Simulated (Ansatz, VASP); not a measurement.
Hg3Pt: VASP beside Ansatz

Contents of INCAR:

```
SYSTEM = Hg3Pt
ALGO = Normal
EDIFF = 1E-6
ENCUT = 500
GGA = PS
GGA_COMPAT = .FALSE.
ISIF = 2
ISMEAR = -1
LASPH = .TRUE.
LCHARG = .FALSE.
LREAL = .FALSE.
LWAVE = .FALSE.
NBANDS = 31
NELM = 120
PREC = Accurate
SIGMA = 0.15
```

Contents of KPOINTS:

```
k-points
0
G
  5 5 5
  0 0 0
```

Contents of POSCAR:

```
Hg3Pt
1.0
    4.3442210000      0.0000000000      0.0000000000
    0.0000000000      4.3442210000      0.0000000000
    0.0000000000      0.0000000000      4.3442210000
Hg Pt
3 1
Direct
    0.0000000000      0.5000000000      0.5000000000
    0.5000000000      0.0000000000      0.5000000000
    0.5000000000      0.5000000000      0.0000000000
    0.0000000000      0.0000000000      0.0000000000
```

Input for Ansatz:

```yaml
crystal:
  lattice:
    - [4.344221, 0.0, 0.0]
    - [0.0, 4.344221, 0.0]
    - [0.0, 0.0, 4.344221]
  atoms:
    - { symbol: Hg, position: [0.0, 0.5, 0.5] }
    - { symbol: Hg, position: [0.5, 0.0, 0.5] }
    - { symbol: Hg, position: [0.5, 0.5, 0.0] }
    - { symbol: Pt, position: [0.0, 0.0, 0.0] }
kpoints:
  mp_grid:
    grid: [5, 5, 5]
hamiltonian:
  xc: pbesol
  pseudopotentials:
    kind: paw
scf:
  occupations:
    method: fermi_dirac
    width: 0.15
output:
  stress: true
```

Alike in both runs: task single point; functional PBEsol; k mesh 5 × 5 × 5; occupations fermi-dirac, width 0.15 eV; no spin polarisation.

|  | VASP | Ansatz |
| --- | --- | --- |
| version | VASP 6.6.1 | Ansatz 0.2.0 |
| potentials or method | VASP PAW PBE potentials, release 64 (Hg, Pt) | plane waves, PAW |
| plane-wave cutoff (eV) | 500 | 420 |
| valence electrons in the cell | 46 | 78 |

Ansatz gave:

- pressure (GPa): -7.2

What did VASP give for the same quantities?

Pressure (GPa): -6.5.

VASP's potentials were made for PBE, not for PBEsol. The functional is the same, so the differences come from potentials, cutoffs and numerics. VASP's potentials hold 46 valence electrons a cell and Ansatz's 78, so a difference there can come from the potentials and not from the codes.

Neither program's run includes spin-orbit coupling.
